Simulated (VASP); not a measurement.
# SnSe (P4/nmm) in VASP: single point with HSE06

Aim: the single point of SnSe with HSE06.

Everything below comes from runs of VASP 6.6.1. Logs are shortened: lines on timing, memory, paths and dates and some standing lists are left out, and cuts for length are marked.

**1. The cell of the first run**

The typed cell holds 4 atoms: a = 4.219 Å, b = 4.219 Å, c = 5.993 Å, α = 90.00°, β = 90.00°, γ = 90.00°.

**2. Single point, HSE06**

The input, POSCAR:

```
SnSe
1.0
    4.2193394297      0.0000000000      0.0000000000
    0.0000000000      4.2193394297      0.0000000000
    0.0000000000      0.0000000000      5.9930256300
Sn Se
2 2
Direct
    0.5000000000      0.0000000000      0.2500916060
    0.0000000000      0.5000000000      0.7499083940
    0.5000000000      0.0000000000      0.7498972714
    0.0000000000      0.5000000000      0.2501027286
```

The input, INCAR.step1:

```
SYSTEM = SnSe
  PREC = Accurate
  ENCUT = 520
  EDIFF = 1E-5
  ISMEAR = 0
  SIGMA = 0.01
  LREAL = .False.
  LASPH = .True.
  NELM = 80
  ALGO = Normal
  ISIF = 2
  LWAVE = .True.
  LCHARG = .False.
  NBANDS = 28
  GGA = PE
```

The input, INCAR.step2:

```
SYSTEM = SnSe
  PREC = Accurate
  ENCUT = 520
  EDIFF = 1E-6
  ISMEAR = 0
  SIGMA = 0.01
  LREAL = .False.
  LASPH = .True.
  NELM = 80
  ALGO = Normal
  ISIF = 2
  LWAVE = .False.
  LCHARG = .False.
  GGA = PE
  LHFCALC = .True.
  HFSCREEN = 0.2079
  PRECFOCK = Normal
  NBANDS = 28
  ISTART = 1
```

The input, KPOINTS:

```
regular mesh
0
Gamma
  4 4 2
  0 0 0
```

Potentials or basis: VASP PAW PBE potentials, release 64 (Sn_d, Se).

Command:

```bash
$ cat potpaw_PBE.64/Sn_d/POTCAR potpaw_PBE.64/Se/POTCAR > POTCAR
$ cp INCAR.step1 INCAR
$ mpirun -np 1 vasp_std > vasp.out
$ cp INCAR.step2 INCAR
$ mpirun -np 1 vasp_std > vasp.out
```

OUTCAR:

```text
SYSTEM = SnSe
   PREC = Accurate
   ENCUT = 520
   EDIFF = 1E-6
   ISMEAR = 0
   LREAL = .False.
   LASPH = .True.
   NELM = 80
   ISIF = 2
   GGA = PE
   LHFCALC = .True.
   HFSCREEN = 0.2079
   PRECFOCK = Normal
   ISTART = 1

 ion  position               nearest neighbor table
   1  0.500  0.000  0.250-   4 2.98   4 2.98   4 2.98   4 2.98   3 3.00   3 3.00
   2  0.000  0.500  0.750-   3 2.98   3 2.98   3 2.98   3 2.98   4 3.00   4 3.00
   3  0.500  0.000  0.750-   2 2.98   2 2.98   2 2.98   2 2.98   1 3.00   1 3.00
   4  0.000  0.500  0.250-   1 2.98   1 2.98   1 2.98   1 2.98   2 3.00   2 3.00

  LATTYP: Found a simple tetragonal cell.
 ALAT       =     4.2193394297
 C/A-ratio  =     1.4203705888

  Lattice vectors:

 A1 = (   4.2193394297,   0.0000000000,   0.0000000000)
 A2 = (   0.0000000000,   4.2193394297,   0.0000000000)
 A3 = (   0.0000000000,   0.0000000000,   5.9930256300)

Analysis of symmetry for initial positions (statically):
=====================================================================
 Subroutine PRICEL returns:
 Original cell was already a primitive cell.

 Routine SETGRP: Setting up the symmetry group for a
 simple tetragonal supercell.

 Subroutine GETGRP returns: Found 16 space group operations
 (whereof  8 operations were pure point group operations)
 out of a pool of 16 trial point group operations.

The static configuration has the point symmetry D_2d.
 The point group associated with its full space group is D_4h.

Analysis of symmetry for dynamics (positions and initial velocities):
=====================================================================
 Subroutine PRICEL returns:
 Original cell was already a primitive cell.

 Routine SETGRP: Setting up the symmetry group for a
 simple tetragonal supercell.

 Subroutine GETGRP returns: Found 16 space group operations
 (whereof  8 operations were pure point group operations)
 out of a pool of 16 trial point group operations.

The dynamic configuration has the point symmetry D_2d.
 The point group associated with its full space group is D_4h.

 Subroutine INISYM returns: Found 16 space group operations
 (whereof  8 operations are pure point group operations),
 and found     1 'primitive' translations

[... 88 lines left out ...]
   NSW    =      0    number of steps for IOM
   IBRION =     -1    ionic relax: 0-MD 1-quasi-New 2-CG
   NFREE  =      0    steps in history (QN), initial steepest desc. (CG)
   ISIF   =      2    stress and relaxation
   ISYM   =      3    0-nonsym 1-usesym 2-fastsym
   POTIM  = 0.5000    time-step for ionic-motion
   TEBEG  =    0.0;   TEEND  =   0.0 temperature during run
   PSTRESS=    0.0 pullay stress
   NELECT =      40.0000    total number of electrons
   NUPDOWN=      -1.0000    fix difference up-down
   EMIN   =  10.00;   EMAX   =-10.00  energy-range for DOS
   EFERMI =   0.00;   METHOD = LEGACY
   ISMEAR =     0;   SIGMA  =   0.01  broadening in eV -4-tet -1-fermi 0-gaus
   EFERMI_NEDOS =   21; number of points for ismear=-14 and -15
   IALGO  =     38    algorithm
   IMIX   =      1    mixing-type and parameters
     AMIX     =   0.40;   BMIX     =  1.00
     AMIX_MAG =   1.60;   BMIX_MAG =  1.00
  volume/ion in A,a.u.               =      26.67       180.00
  Fermi-wavevector in a.u.,A,eV,Ry     =   1.180456  2.230738 18.959397  1.393476
  Thomas-Fermi vector in A             =   2.316748
   LORBIT       =      0    0 simple, 1 ext, 2 COOP (PROOUT), +10 PAW based schemes
   GGA     = PE    functional components
   LHFCALC =     T    Hartree Fock is set to
   PRECFOCK=normal    Normal, Fast or Accurate (Low or Medium for compatibility)
   ENCUT4O =  -1.0   cutoff for four orbital integrals eV
   NKREDX  =     1    reduce k-point grid by
   NKREDY  =     1    reduce k-point grid by
   NKREDZ  =     1    reduce k-point grid by
   AEXX    =    0.2500 exact exchange contribution
   HFSCREEN=    0.2079 screening length (either q_TF or 0.3 A-1)
   HFSCREENC=   0.2079 screening length for correlation (either q_TF or 0.3 A-1)
   ENCUTFOCK=  -1.0 apply spherical cutoff to Coloumb kernel
   IVDW    =     0    specifies the selected vdW correction
   LEPSILON=     F    determine dielectric tensor
   LRPA    =     F    only Hartree local field effects (RPA)
 non-spin polarized calculation
 Gauss-broadening in eV      SIGMA  =   0.01
  energy-cutoff  :      520.00
  volume of cell :      106.69
 maximum number of plane-waves:      2916
 NGX is ok and might be reduce to    32
  NGX = 24; NGY = 24; NGZ = 36

 number of electron      40.0000002 magnetization

 Free energy of the ion-electron system (eV)
  ---------------------------------------------------
  ext. energy  EPLUGINS =         0.00000000
  ---------------------------------------------------
  free energy    TOTEN  =       -19.10917288 eV

  energy without entropy =      -19.10917288  energy(sigma->0) =      -19.10917288

 E-fermi :   5.9138     XC(G=0):  -8.0877

 val. band max:        5.8678997342   @ k =   0.5000   0.0000   0.5000
 cond. band min:       6.4212718980   @ k =   0.5000   0.0000   0.5000
 fundamental gap:      0.5533721637
 Fermi energy:         5.9137541909

 k-point     1 :       0.0000    0.0000    0.0000
  band No.  band energies     occupation
      1     -18.3577      2.00000
      2     -18.3233      2.00000
      3     -18.3035      2.00000
      4     -18.3035      2.00000
      5     -18.2846      2.00000
      6     -18.2846      2.00000
[... 361 lines left out ...]
     27      13.7167      0.00000
     28      13.7174      0.00000

------------------------ aborting loop because EDIFF is reached ----------------------------------------

  FORCE on cell =-STRESS in cart. coord.  units (eV):
  Direction    XX          YY          ZZ          XY          YZ          ZX
  --------------------------------------------------------------------------------------
  -------------------------------------------------------------------------------------
  Total       -1.1606930     -1.1606930      3.0009835      0.0000000      0.0000000      0.0000000
  in kB      -17.4298195    -17.4298195     45.0649741      0.0000000      0.0000000      0.0000000
  external PRESSURE =       3.4017784 kB  Pullay stress =       0.0000000 kB

 VOLUME and BASIS-vectors are now :
 -----------------------------------------------------------------------------
  energy-cutoff  :      520.00
  volume of cell :      106.69
      direct lattice vectors                 reciprocal lattice vectors
     4.219339430  0.000000000  0.000000000     0.237003924  0.000000000  0.000000000
     0.000000000  4.219339430  0.000000000     0.000000000  0.237003924  0.000000000
     0.000000000  0.000000000  5.993025630     0.000000000  0.000000000  0.166860625

 POSITION                                       TOTAL-FORCE (eV/Angst)
 -----------------------------------------------------------------------------------
      2.10967      0.00000      1.49881         0.000000      0.000000      0.002091
      0.00000      2.10967      4.49422         0.000000     -0.000000     -0.002091
      2.10967      0.00000      4.49415         0.000000      0.000000     -0.002087
      0.00000      2.10967      1.49887         0.000000      0.000000      0.002087
 -----------------------------------------------------------------------------------
    total drift:                                0.000003      0.000000     -0.000008

  FREE ENERGIE OF THE ION-ELECTRON SYSTEM (eV)
  ---------------------------------------------------
  free  energy   TOTEN  =       -19.1091728781 eV

  energy  without entropy=      -19.1091728781  energy(sigma->0) =      -19.10917288
```

Run time: 34 min. Hardware: 1 thread of Oxide Virtual Turin-like, shared host; peak memory 0.33 GiB.

Results:

| Quantity | Value |
| --- | --- |
| Free energy | -19.1092 eV |
| Pressure | 0.3 GPa |
| Band gap on the k mesh | 0.55 eV |

Forces in eV/Å, atoms in the order of the input:
```
Sn   0.000  0.000  0.002
Sn   0.000  0.000 -0.002
Se   0.000  0.000 -0.002
Se   0.000  0.000  0.002
```

Stress tensor (GPa, compression positive):
```
-1.74  0.00  0.00
 0.00 -1.74  0.00
 0.00  0.00  4.51
```

Levels at points of the mesh, in eV from the valence-band top:
```tsv
k point	band 18	band 19	band 20	band 21	band 22	band 23
(0.00, 0.00, 0.00)	-2.90	-2.90	-2.85	3.08	4.75	4.91
(0.50, 0.00, 0.00)	-2.75	-0.80	-0.80	1.34	1.34	1.90
(0.50, 0.50, 0.00)	-4.55	-4.49	-4.49	3.07	3.07	5.94
(0.00, 0.00, 0.50)	-3.78	-2.25	-2.24	2.40	2.41	4.06
(0.50, 0.00, 0.50)	-2.62	0.00	0.00	0.55	0.55	1.36
(0.50, 0.50, 0.50)	-5.74	-1.30	-1.30	1.72	1.72	5.19
```

Caveat: the k points lie up to 0.52 Å⁻¹ apart; the PAW data sets were made with another functional, which shifts forces and pressure a little; spin-orbit coupling is left out, which moves the levels of the heavy elements. A k mesh can miss the band edges.
